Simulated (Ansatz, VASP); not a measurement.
Ba3H8: VASP beside Ansatz

The input INCAR:

```
SYSTEM = Ba3H8
ALGO = Normal
EDIFF = 1E-7
EDIFFG = -0.01
ENCUT = 500
GGA = PE
GGA_COMPAT = .FALSE.
IBRION = 2
ISIF = 3
ISMEAR = 0
LASPH = .TRUE.
LCHARG = .FALSE.
LREAL = .FALSE.
LWAVE = .FALSE.
NELM = 120
NELMIN = 4
NSW = 100
PREC = Accurate
SIGMA = 0.1
```

The input KPOINTS:

```
k-points
0
G
  8 8 8
  0 0 0
```

The input POSCAR:

```
Ba3H8
1.0
    0.0000000000      4.9266525020      4.9266525020
    4.9266525020      0.0000000000      4.9266525020
    4.9266525020      4.9266525020      0.0000000000
Ba H
3 8
Direct
    0.2500000000      0.2500000000      0.2500000000
    0.7500000000      0.7500000000      0.7500000000
    0.0000000000      0.0000000000      0.0000000000
    0.4401173625      0.4401173625      0.4401173625
    0.4401173625      0.4401173625      0.6796479126
    0.4401173625      0.6796479126      0.4401173625
    0.6796479126      0.4401173625      0.4401173625
    0.5598826375      0.5598826375      0.3203520874
    0.5598826375      0.5598826375      0.5598826375
    0.5598826375      0.3203520874      0.5598826375
    0.3203520874      0.5598826375      0.5598826375
```

Input for Ansatz:

```yaml
crystal:
  lattice:
    - [0.0, 4.926652502, 4.926652502]
    - [4.926652502, 0.0, 4.926652502]
    - [4.926652502, 4.926652502, 0.0]
  atoms:
    - { symbol: Ba, position: [0.25, 0.25, 0.25] }
    - { symbol: Ba, position: [0.75, 0.75, 0.75] }
    - { symbol: Ba, position: [0.0, 0.0, 0.0] }
    - { symbol: H, position: [0.4401173625, 0.4401173625, 0.4401173625] }
    - { symbol: H, position: [0.4401173625, 0.4401173625, 0.6796479126] }
    - { symbol: H, position: [0.4401173625, 0.6796479126, 0.4401173625] }
    - { symbol: H, position: [0.6796479126, 0.4401173625, 0.4401173625] }
    - { symbol: H, position: [0.5598826375, 0.5598826375, 0.3203520874] }
    - { symbol: H, position: [0.5598826375, 0.5598826375, 0.5598826375] }
    - { symbol: H, position: [0.5598826375, 0.3203520874, 0.5598826375] }
    - { symbol: H, position: [0.3203520874, 0.5598826375, 0.5598826375] }
basis:
  ecutwfc: 420
kpoints:
  mp_grid: { grid: [8, 8, 8] }
hamiltonian:
  xc: pbe
scf:
  occupations: { method: gaussian, width: 0.1 }
output:
  forces: true
  stress: true
  eigenvalues: true
relax:
  adjacent_minimum: "off"
  f_tol: 0.01
  max_steps: 80
  cell: { stress_tol: 0.05 }
```

Alike in both runs: task relaxation of cell and atoms; functional PBE; k mesh 8 × 8 × 8; occupations gaussian, width 0.1 eV; no spin polarisation.

|  | VASP | Ansatz |
| --- | --- | --- |
| version | VASP 6.6.1 | Ansatz 0.2.0 |
| potentials or method | VASP PAW PBE potentials, release 64 (Ba_sv, H), cutoff 500 eV | scalar-relativistic, plane waves, PAW |
| valence electrons in the cell | 38 | 38 |

Ansatz gave:

| Quantity | Value |
| --- | --- |
| gap on the k mesh at the Fermi level, each at its own relaxed structure (eV) | none |
| relaxed volume (Å³/atom) | 23.04 |
| relaxed cell length with the largest relative difference (Å) | 7.103 |

Q: Estimate VASP's values.

A: gap on the k mesh at the Fermi level, each at its own relaxed structure (eV): none; relaxed volume (Å³/atom): 22.91; relaxed cell length with the largest relative difference (Å): 7.090.

A gap of «none» marks a metal or a gap that the smearing closes.

Neither program's run includes spin-orbit coupling.
